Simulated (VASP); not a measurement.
## BaTiO3: relaxation of cell and atoms with PBE

BaTiO3:

```
Ba Ti O
1.0
     2.84826    1.64444    2.33556
    -2.84826    1.64444    2.33556
     0.00000   -3.28888    2.33556
Ba Ti O
1 1 3
Direct
  0.00015 0.00015 0.00015
  0.51334 0.51334 0.51334
  0.48895 0.97972 0.48895
  0.48895 0.48895 0.97972
  0.97972 0.48895 0.48895
```

* Program: VASP 6.6.1
* Task: relaxation of cell and atoms
* Functional: PBE
* Potentials or basis: VASP PAW PBE potentials, release 64 (Ba_sv, Ti_sv, O)
* Cutoff: 600 eV
* k mesh: 6 × 6 × 6
* Occupations: fermi-dirac, width 0.02 eV
* Spin: no spin polarisation
* Dipole correction: no
* Further INCAR settings: ALGO = Normal; EDIFF = 1e-06; IBRION = 2; EDIFFG = -0.005; NSW = 80; ISIF = 3

- Relaxed volume: 13.52 Å³/atom
- Relaxed cell: a = 4.074 Å, b = 4.074 Å, c = 4.074 Å, α = 89.69°, β = 89.69°, γ = 89.69°
- Space group after relaxing (to 0.05 Å): R3m (No. 160)
- Energy gained by relaxing: 3.7 meV/atom
- Ionic steps: 14
- Pressure after relaxing: 0.0 GPa
- Largest force after relaxing: 0.004 eV/Å
- Band gap on the k mesh: 2.58 eV, indirect (least direct gap 3.13 eV)

Forces in eV/Å, atoms in the order of the input:
```
Ba   0.000  0.000 -0.004
Ti   0.000  0.000 -0.001
O    0.000  0.000  0.002
O    0.000  0.000  0.002
O    0.000  0.000  0.002
```

Step by step:
| step | energy change (eV) | largest force (eV/Å) | pressure (GPa) | volume (Å³) |
| --- | --- | --- | --- | --- |
| 1 | 0.0000 | 0.0592 | 2.89 | 65.64 |
| 2 | -0.0030 | 0.3685 | -2.38 | 67.91 |
| 3 | -0.0109 | 0.2286 | -0.04 | 66.85 |
| 4 | -0.0148 | 0.1570 | -0.01 | 67.08 |
| 5 | -0.0176 | 0.0780 | 0.17 | 67.48 |
| 6 | -0.0181 | 0.0577 | -0.31 | 67.74 |
| 7 | -0.0181 | 0.0573 | -0.30 | 67.74 |
| 8 | -0.0185 | 0.0340 | -0.01 | 67.65 |
| 9 | -0.0185 | 0.0389 | 0.03 | 67.63 |
| 10 | -0.0186 | 0.0099 | -0.05 | 67.64 |
| 11 | -0.0186 | 0.0066 | -0.05 | 67.64 |
| 12 | -0.0186 | 0.0062 | 0.03 | 67.60 |
| 13 | -0.0186 | 0.0064 | 0.01 | 67.61 |
| 14 | -0.0186 | 0.0038 | 0.00 | 67.61 |

Final structure:
```xyz
5
Lattice="2.8729 1.6587 2.3646 -2.8729 1.6587 2.3646 0.0000 -3.3174 2.3646" Properties=species:S:1:pos:R:3 pbc="T T T"
Ba    0.0000    0.0000    0.0207
Ti    0.0000    0.0000    3.6744
O    -1.4036    0.8104    4.6115
O     0.0000   -1.6208    4.6115
O     1.4036    0.8104    4.6115
```

Levels at points of the mesh, in eV from the valence-band top:
```
           k point  band 17  band 18  band 19  band 20  band 21  band 22  band 23  band 24
(0.00, 0.00, 0.00)    -0.97    -0.70    -0.55    -0.55     2.58     2.58     2.75     4.44
(0.50, 0.00, 0.00)    -1.60    -1.51    -1.05    -0.88     2.73     3.69     3.84     4.40
(0.50, 0.50, 0.00)    -1.58    -0.92    -0.84    -0.09     3.78     3.79     4.09     4.82
(0.50, 0.50, 0.50)    -2.33    -0.03    -0.03     0.00     4.11     4.34     4.34     6.34
```

It took 8 min on 1 thread of Intel Xeon 8259CL, with other jobs on the host, peak memory 0.24 GiB.

Caveat: spin-orbit coupling is left out, which moves the levels of the heavy elements. A k mesh can miss the band edges.
